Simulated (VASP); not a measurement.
A run of VASP 6.6.1:

INCAR

```
PREC     = Accurate       # precision mode
ENCUT    = 520            # plane-wave cutoff, eV
EDIFF    = 1E-7           # SCF threshold, eV
ISMEAR   = 0              # smearing method
SIGMA    = 0.02           # smearing width, eV
LREAL    = False          # projectors in reciprocal space
LASPH    = True           # aspherical terms in the spheres
NELM     = 100            # most SCF steps
ALGO     = Normal         # electronic algorithm
ISIF     = 2              # what is computed and relaxed
LWAVE    = False          # write WAVECAR
LCHARG   = False          # write CHGCAR
GGA      = PS             # functional
NBANDS   = 17             # bands
```

KPOINTS

```
Automatic mesh
0
Gamma
  6 6 6
```

File POSCAR:

```
PbS
1.0
    4.0896980000      0.0000000000      0.0000000000
   -2.0448490000      3.5417820000      0.0000000000
    0.0000000000      0.0000000000      3.6745219900
Pb S
1 1
Direct
    0.0000000000      0.0000000000      0.0000000000
    0.6666666667      0.3333333333      0.5000000000
```

Potentials or basis: VASP PAW PBE potentials, release 64 (Pb_d, S).

Run with:

```sh
$ cat potpaw_PBE.64/Pb_d/POTCAR potpaw_PBE.64/S/POTCAR > POTCAR
$ mpirun -np 1 vasp_std > vasp.out
```

Hardware: 1 thread of Intel(R) Xeon(R) Platinum 8259CL CPU @ 2.50GHz (Skylake/Cascade Lake) (shared host).

**Question.** How long does it take, and how much memory?

**Answer.** Run time: 21 s on 1 thread of Intel(R) Xeon(R) Platinum 8259CL CPU @ 2.50GHz (Skylake/Cascade Lake) (shared host), peak memory 0.17 GiB. Counts: scf iterations 13, k points 28.
